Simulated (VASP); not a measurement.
# Ru (P6_3/mmc) in VASP: density of states with PBE

Aim: the density of states of Ru with PBE.

Program: VASP 6.6.1. These are calculated values, not measurements. Logs are shortened: lines on timing, memory, paths and dates and some standing lists are left out, and cuts for length are marked.

## Step 1: The cell of the first run

It takes space group P6_3/mmc (No. 194, hexagonal). Conventional cell: a = 2.706 Å, b = 2.706 Å, c = 4.282 Å, α = 90.00°, β = 90.00°, γ = 120.00°. Within 3.5 Å of Ru (site symmetry -6m2) lie 12 Ru at 2.65 to 2.71 Å.

## Step 2: Density of states, PBE

File POSCAR:

```
Ru
1.0
    2.7058000000      0.0000000000      0.0000000000
   -1.3529000000      2.3432915376      0.0000000000
    0.0000000000      0.0000000000      4.2819000000
Ru
2
Direct
    0.3333333333      0.6666666667      0.2500000000
    0.6666666667      0.3333333333      0.7500000000
```

File INCAR.step1:

```
PREC = Accurate ; ENCUT = 520
EDIFF = 1E-7 ; ISMEAR = 0
SIGMA = 0.05 ; LREAL = F
LASPH = T ; NELM = 80
ALGO = Fast ; ISIF = 2
LWAVE = F ; LCHARG = T
LMAXMIX = 4 ; GGA = PE
NBANDS = 21
```

File KPOINTS.step1:

```
regular mesh
0
Gamma
  15 15 8
```

File INCAR.step2:

```
PREC = Accurate ; ENCUT = 520
EDIFF = 1E-7 ; ISMEAR = -5
SIGMA = 0.05 ; LREAL = F
LASPH = T ; NELM = 80
ALGO = Fast ; ISIF = 2
LWAVE = F ; LCHARG = F
LMAXMIX = 4 ; GGA = PE
LORBIT = 11 ; NEDOS = 2001
ICHARG = 11
```

File KPOINTS.step2:

```
regular mesh
0
Gamma
  23 23 12
```

Potentials or basis: VASP PAW PBE potentials, release 64 (Ru_pv).

The run is started by

```bash
$ cat potpaw_PBE.64/Ru_pv/POTCAR > POTCAR
$ cp INCAR.step1 INCAR
$ cp KPOINTS.step1 KPOINTS
$ mpirun -np 1 vasp_std > vasp.out
$ cp INCAR.step2 INCAR
$ cp KPOINTS.step2 KPOINTS
$ mpirun -np 1 vasp_std > vasp.out
```

OUTCAR:

```text
PREC = Accurate
   ENCUT = 520
   EDIFF = 1E-7
   ISMEAR = -5
   LREAL = F
   LASPH = T
   NELM = 80
   ISIF = 2
   GGA = PE
   LORBIT = 11
   ICHARG = 11

 ion  position               nearest neighbor table
   1  0.333  0.667  0.250-   2 2.65   2 2.65   2 2.65   2 2.65   2 2.65   2 2.65
   2  0.667  0.333  0.750-   1 2.65   1 2.65   1 2.65   1 2.65   1 2.65   1 2.65

  LATTYP: Found a hexagonal cell.
 ALAT       =     2.7058000000
 C/A-ratio  =     1.5824894671

  Lattice vectors:

 A1 = (   2.7058000000,   0.0000000000,   0.0000000000)
 A2 = (  -1.3529000000,   2.3432915376,   0.0000000000)
 A3 = (   0.0000000000,   0.0000000000,   4.2819000000)

Analysis of symmetry for initial positions (statically):
=====================================================================
 Subroutine PRICEL returns:
 Original cell was already a primitive cell.

 Routine SETGRP: Setting up the symmetry group for a
 hexagonal supercell.

 Subroutine GETGRP returns: Found 24 space group operations
 (whereof 12 operations were pure point group operations)
 out of a pool of 24 trial point group operations.

The static configuration has the point symmetry D_3d.
 The point group associated with its full space group is D_6h.

Analysis of symmetry for dynamics (positions and initial velocities):
=====================================================================
 Subroutine PRICEL returns:
 Original cell was already a primitive cell.

 Routine SETGRP: Setting up the symmetry group for a
 hexagonal supercell.

 Subroutine GETGRP returns: Found 24 space group operations
 (whereof 12 operations were pure point group operations)
 out of a pool of 24 trial point group operations.

The dynamic configuration has the point symmetry D_3d.
 The point group associated with its full space group is D_6h.

 Subroutine INISYM returns: Found 24 space group operations
 (whereof 12 operations are pure point group operations),
 and found     1 'primitive' translations

----------------------------------------------------------------------------------------

                                     Primitive cell

  volume of cell :      27.1493

  direct lattice vectors                    reciprocal lattice vectors
     2.705800000  0.000000000  0.000000000     0.369576465  0.213375072  0.000000000
    -1.352900000  2.343291538  0.000000000     0.000000000  0.426750144  0.000000000
     0.000000000  0.000000000  4.281900000     0.000000000  0.000000000  0.233541185

  length of vectors
     2.705800000  2.705800000  4.281900000     0.426750144  0.426750144  0.233541185

  position of ions in fractional coordinates (direct lattice)
     0.333333333  0.666666667  0.250000000
     0.666666667  0.333333333  0.750000000

  ion indices of the primitive-cell ions
   primitive index   ion index
                 1           1
                 2           2

----------------------------------------------------------------------------------------

 KPOINTS: regular mesh

Automatic generation of k-mesh.
 Grid dimensions read from file:
 generate k-points for:   23   23   12

 Generating k-lattice:

  Cartesian coordinates                     Fractional coordinates (reciprocal lattice)
     0.016068542  0.009277177  0.000000000     0.043478261  0.000000000  0.000000000
     0.000000000  0.018554354  0.000000000     0.000000000  0.043478261  0.000000000
     0.000000000  0.000000000  0.019461765     0.000000000  0.000000000  0.083333333

  Length of vectors
     0.018554354  0.018554354  0.019461765

  Shift w.r.t. Gamma in fractional coordinates (k-lattice)
     0.000000000  0.000000000  0.000000000

 TETIRR: Found   6486 inequivalent tetrahedra from    38088

 Subroutine IBZKPT returns following result:
 ===========================================

 Found    392 irreducible k-points:

 Following reciprocal coordinates:
            Coordinates               Weight
  0.000000  0.000000  0.000000      1.000000
  0.043478  0.000000  0.000000      6.000000
  0.086957  0.000000  0.000000      6.000000
  0.130435  0.000000  0.000000      6.000000
  0.173913  0.000000  0.000000      6.000000
  0.217391  0.000000  0.000000      6.000000
[... 16 lines left out ...]
  0.478261  0.043478  0.000000      6.000000
  0.086957  0.086957  0.000000      6.000000
 [... further k-points ...]
   k-points           NKPTS =    392   k-points in BZ     NKDIM =    392   number of bands    NBANDS=     18
   number of dos      NEDOS =   2001   number of ions     NIONS =      2
   total plane-waves  NPLWV =  12800
   dimension x,y,z NGX =    20 NGY =   20 NGZ =   32
   dimension x,y,z NGXF=    40 NGYF=   40 NGZF=   64
   ions per type =               2
   NGX,Y,Z   is equivalent  to a cutoff of  12.29, 12.29, 12.42 a.u.
   NGXF,Y,Z  is equivalent  to a cutoff of  24.58, 24.58, 24.85 a.u.
 SYSTEM =  unknown system
   PREC   = accura    normal or accurate (medium, high low for compatibility)
   ISTART =      0    job   : 0-new  1-cont  2-samecut
   ICHARG =     11    charge: 1-file 2-atom 10-const
   ISPIN  =      1    spin polarized calculation?
   LNONCOLLINEAR =      F non collinear calculations
   LSORBIT =      F    spin-orbit coupling
   LASPH  =      T    aspherical Exc in radial PAW
   ENCUT  =  520.0 eV  38.22 Ry    6.18 a.u.   5.03  5.03  7.96*2*pi/ulx,y,z
   NELM   =     80;   NELMIN=  2; NELMDL=  0     # of ELM steps
   EDIFF  = 0.1E-06   stopping-criterion for ELM
   LREAL  =      F    real-space projection
   EDIFFG = 0.1E-05   stopping-criterion for IOM
   NSW    =      0    number of steps for IOM
   IBRION =     -1    ionic relax: 0-MD 1-quasi-New 2-CG
   NFREE  =      0    steps in history (QN), initial steepest desc. (CG)
   ISIF   =      2    stress and relaxation
   ISYM   =      2    0-nonsym 1-usesym 2-fastsym
   POTIM  = 0.5000    time-step for ionic-motion
   TEBEG  =    0.0;   TEEND  =   0.0 temperature during run
   PSTRESS=    0.0 pullay stress
   NELECT =      28.0000    total number of electrons
   NUPDOWN=      -1.0000    fix difference up-down
   EMIN   =  10.00;   EMAX   =-10.00  energy-range for DOS
   EFERMI =   0.00;   METHOD = LEGACY
   ISMEAR =    -5;   SIGMA  =   0.05  broadening in eV -4-tet -1-fermi 0-gaus
   EFERMI_NEDOS =   21; number of points for ismear=-14 and -15
   IALGO  =     68    algorithm
   IMIX   =      4    mixing-type and parameters
     AMIX     =   0.40;   BMIX     =  1.00
     AMIX_MAG =   1.60;   BMIX_MAG =  1.00
  volume/ion in A,a.u.               =      13.57        91.61
  Fermi-wavevector in a.u.,A,eV,Ry     =   1.654022  3.125649 37.222674  2.735789
  Thomas-Fermi vector in A             =   2.742361
   LORBIT       =     11    0 simple, 1 ext, 2 COOP (PROOUT), +10 PAW based schemes
   GGA     = PE    functional components
   LHFCALC =     F    Hartree Fock is set to
   AEXX    =    0.0000 exact exchange contribution
   IVDW    =     0    specifies the selected vdW correction
   LEPSILON=     F    determine dielectric tensor
   LRPA    =     F    only Hartree local field effects (RPA)
 non-spin polarized calculation
 RMM-DIIS sequential band-by-band and
 Fermi weights with tetrahedron method with Bloechl corrections
  energy-cutoff  :      520.00
  volume of cell :       27.15
 maximum number of plane-waves:       750
 NGX is ok and might be reduce to    20

 number of electron      28.0000008 magnetization

 Free energy of the ion-electron system (eV)
  ---------------------------------------------------
  ext. energy  EPLUGINS =         0.00000000
  ---------------------------------------------------
  free energy    TOTEN  =       -18.46319702 eV

  energy without entropy =      -18.46319702  energy(sigma->0) =      -18.46319702

 E-fermi :  12.8521     XC(G=0): -14.1211

 val. band max:       13.0118590339   @ k =   0.4348   0.0000   0.5000
 cond. band min:      12.8335568259   @ k =   0.2609   0.0000   0.2500
 fundamental gap:     -0.1783022080
 Fermi energy:        12.8520839868

 k-point     1 :       0.0000    0.0000    0.0000
  band No.  band energies     occupation
      1     -30.8057      2.00000
      2     -29.8760      2.00000
      3     -29.8760      2.00000
      4     -29.7058      2.00000
      5     -29.7058      2.00000
      6     -29.6619      2.00000
[... 10 lines left out ...]
     17      14.0245      0.00000
     18      14.1371      0.00000

 k-point     2 :       0.0435    0.0000    0.0000
  band No.  band energies     occupation
      1     -30.7992      2.00000
      2     -29.8898      2.00000
      3     -29.8807      2.00000
      4     -29.7203      2.00000
      5     -29.7077      2.00000
      6     -29.6648      2.00000
[... 10 lines left out ...]
     17      14.0524      0.00000
     18      15.0630      0.00000

 k-point     3 :       0.0870    0.0000    0.0000
  band No.  band energies     occupation
      1     -30.7800      2.00000
      2     -29.9304      2.00000
      3     -29.8943      2.00000
      4     -29.7626      2.00000
      5     -29.7133      2.00000
      6     -29.6738      2.00000
[... 10 lines left out ...]
     17      14.1276      0.00000
     18      16.1028      0.00000

 k-point     4 :       0.1304    0.0000    0.0000
  band No.  band energies     occupation
      1     -30.7488      2.00000
      2     -29.9946      2.00000
      3     -29.9155      2.00000
      4     -29.8287      2.00000
      5     -29.7226      2.00000
      6     -29.6888      2.00000
[... 10 lines left out ...]
     17      14.2311      0.00000
     18      17.1844      0.00000

 k-point     5 :       0.1739    0.0000    0.0000
  band No.  band energies     occupation
      1     -30.7067      2.00000
      2     -30.0778      2.00000
      3     -29.9423      2.00000
      4     -29.9129      2.00000
      5     -29.7350      2.00000
      6     -29.7098      2.00000
[... 10 lines left out ...]
     17      14.3433      0.00000
     18      18.2925      0.00000

 k-point     6 :       0.2174    0.0000    0.0000
  band No.  band energies     occupation
      1     -30.6554      2.00000
      2     -30.1738      2.00000
      3     -30.0082      2.00000
      4     -29.9725      2.00000
      5     -29.7500      2.00000
      6     -29.7368      2.00000
[... 10 lines left out ...]
     17      14.4499      0.00000
     18      19.4118      0.00000

 k-point     7 :       0.2609    0.0000    0.0000
  band No.  band energies     occupation
      1     -30.5970      2.00000
      2     -30.2754      2.00000
      3     -30.1070      2.00000
      4     -30.0038      2.00000
      5     -29.7694      2.00000
      6     -29.7663      2.00000
[... 10 lines left out ...]
     17      14.5427      0.00000
     18      20.5248      0.00000

 k-point     8 :       0.3043   -0.0000    0.0000
  band No.  band energies     occupation
      1     -30.5340      2.00000
      2     -30.3751      2.00000
      3     -30.2021      2.00000
      4     -30.0340      2.00000
      5     -29.8070      2.00000
      6     -29.7827      2.00000
[... 10 lines left out ...]
     17      14.6182      0.00000
     18      21.6091      0.00000
[... 229 lines left out ...]
     17      14.6284      0.00000
     18      22.2102      0.00000

 k-point    20 :       0.3478    0.0435    0.0000
  band No.  band energies     occupation
      1     -30.5018      2.00000
      2     -30.4350      2.00000
      3     -30.3243      2.00000
      4     -30.0773      2.00000
      5     -29.8715      2.00000
      6     -29.8134      2.00000
[... 10 lines left out ...]
     17      14.6754      0.00000
     18      22.1616      0.00000

 k-point    21 :       0.3913    0.0435    0.0000
  band No.  band energies     occupation
      1     -30.5651      2.00000
      2     -30.3806      2.00000
      3     -30.3782      2.00000
      4     -30.0977      2.00000
      5     -29.9120      2.00000
      6     -29.8247      2.00000
[... 10 lines left out ...]
     17      15.4060      0.00000
     18      20.9865      0.00000

 k-point    22 :       0.4348    0.0435    0.0000
  band No.  band energies     occupation
      1     -30.6050      2.00000
      2     -30.4159      2.00000
      3     -30.3362      2.00000
      4     -30.1104      2.00000
      5     -29.9437      2.00000
      6     -29.8320      2.00000
[... 10 lines left out ...]
     17      16.3793      0.00000
     18      19.7329      0.00000

 k-point    23 :       0.4783    0.0435    0.0000
  band No.  band energies     occupation
      1     -30.6186      2.00000
      2     -30.4280      2.00000
      3     -30.3202      2.00000
      4     -30.1147      2.00000
      5     -29.9562      2.00000
      6     -29.8344      2.00000
[... 10 lines left out ...]
     17      16.9759      0.00000
     18      19.0350      0.00000

 k-point    24 :       0.0870    0.0870    0.0000
  band No.  band energies     occupation
      1     -30.7305      2.00000
      2     -30.0202      2.00000
      3     -29.9527      2.00000
      4     -29.8440      2.00000
      5     -29.7359      2.00000
      6     -29.6978      2.00000
[... 10 lines left out ...]
     17      14.2563      0.00000
     18      17.7061      0.00000

 [... further k-points ...]
[... 5 lines left out ...]
  --------------------------------------------------------------------------------------
  -------------------------------------------------------------------------------------
  Total        0.7527855      0.7527855      0.4926412     -0.0000000      0.0000000      0.0000000
  in kB       44.4245756     44.4245756     29.0725282     -0.0000000      0.0000000      0.0000000
  external PRESSURE =      39.3072264 kB  Pullay stress =       0.0000000 kB

 VOLUME and BASIS-vectors are now :
 -----------------------------------------------------------------------------
  energy-cutoff  :      520.00
  volume of cell :       27.15
      direct lattice vectors                 reciprocal lattice vectors
     2.705800000  0.000000000  0.000000000     0.369576465  0.213375072  0.000000000
    -1.352900000  2.343291538  0.000000000     0.000000000  0.426750144  0.000000000
     0.000000000  0.000000000  4.281900000     0.000000000  0.000000000  0.233541185

 POSITION                                       TOTAL-FORCE (eV/Angst)
 -----------------------------------------------------------------------------------
     -0.00000      1.56219      1.07048        -0.000000     -0.000000      0.000000
      1.35290      0.78110      3.21143         0.000000      0.000000      0.000000
 -----------------------------------------------------------------------------------
    total drift:                               -0.000000      0.000000     -0.000000

  FREE ENERGIE OF THE ION-ELECTRON SYSTEM (eV)
  ---------------------------------------------------
  free  energy   TOTEN  =       -18.4631970170 eV

  energy  without entropy=      -18.4631970170  energy(sigma->0) =      -18.46319702

 total charge

# of ion       s       p       d       tot
------------------------------------------
    1        0.406   6.314   5.949  12.669
    2        0.406   6.314   5.949  12.669
--------------------------------------------------
tot          0.812  12.628  11.898  25.339
```

Run time: 2.4 min. Hardware: 1 thread of Intel Xeon Platinum 8259CL at 2.50GHz (Skylake/Cascade Lake), shared host; peak memory 0.27 GiB.

What came out:

```yaml
Valence_electrons_inside_the_program's_atomic_spheres: Ru 12.67
```

Caveat: tetrahedron occupations give inexact forces and stress in metals.
